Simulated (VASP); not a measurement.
Write the native input for VASP 6.6.1 that does the following.

```yaml
Task: single point
Functional: r2SCAN
Potentials_or_basis: VASP PAW PBE potentials, release 64 (Si, Mo_sv)
Cutoff: 520 eV
k_mesh: 6 × 6 × 6
Occupations: gaussian, width 0.1 eV
Spin: no spin polarisation
Dipole_correction: no
Further_INCAR_settings: ALGO = Normal; EDIFF = 1e-06; NBANDS = 31
```

Crystal: Si2Mo.

```
Si Mo
1.0
     0.00000    5.38793    5.38793
     5.38793    0.00000    5.38793
     5.38793    5.38793    0.00000
Si Mo
4 2
Direct
  0.12500 0.12500 0.12500
  0.62500 0.12500 0.12500
  0.12500 0.12500 0.62500
  0.12500 0.62500 0.12500
  0.00000 0.00000 0.00000
  0.25000 0.25000 0.25000
```

One way to write it, as run:

POSCAR

```
Si2Mo
1.0
    0.0000000000      5.3879286694      5.3879286694
    5.3879286694      0.0000000000      5.3879286694
    5.3879286694      5.3879286694      0.0000000000
Si Mo
4 2
Direct
    0.1250000000      0.1250000000      0.1250000000
    0.6250000000      0.1250000000      0.1250000000
    0.1250000000      0.1250000000      0.6250000000
    0.1250000000      0.6250000000      0.1250000000
    0.0000000000      0.0000000000      0.0000000000
    0.2500000000      0.2500000000      0.2500000000
```

INCAR.step1

```
PREC = Accurate
ENCUT = 520
ISMEAR = 0
SIGMA = 0.1
LREAL = False
LASPH = True
NELM = 80
NBANDS = 31
GGA = PE
ALGO = Normal
EDIFF = 1E-4
LWAVE = True
LCHARG = False
```

INCAR.step2

```
PREC = Accurate
ENCUT = 520
EDIFF = 1E-6
ISMEAR = 0
SIGMA = 0.1
LREAL = False
LASPH = True
NELM = 80
ALGO = Normal
ISIF = 2
LWAVE = False
LCHARG = False
METAGGA = R2SCAN
LMIXTAU = True
NBANDS = 31
ISTART = 1
```

KPOINTS

```
Automatic mesh
0
Gamma
  6 6 6
```

Potentials or basis: VASP PAW PBE potentials, release 64 (Si, Mo_sv).

Launch:

```sh
$ cat potpaw_PBE.64/Si/POTCAR potpaw_PBE.64/Mo_sv/POTCAR > POTCAR
$ cp INCAR.step1 INCAR
$ mpirun -np 1 vasp_std > vasp.out
$ cp INCAR.step2 INCAR
$ mpirun -np 1 vasp_std > vasp.out
```

Results of the run:

```
Pressure               : 0.0 GPa
Band gap on the k mesh : zero (band 22 reaches -0.49 eV, above the bottom of band 23 at -1.08 eV)
```

Caveat: the PAW data sets were made with another functional, which shifts forces and pressure a little.

It took 35 min on 1 thread of AMD EPYC 7R13, on a shared host, peak memory 0.57 GiB.
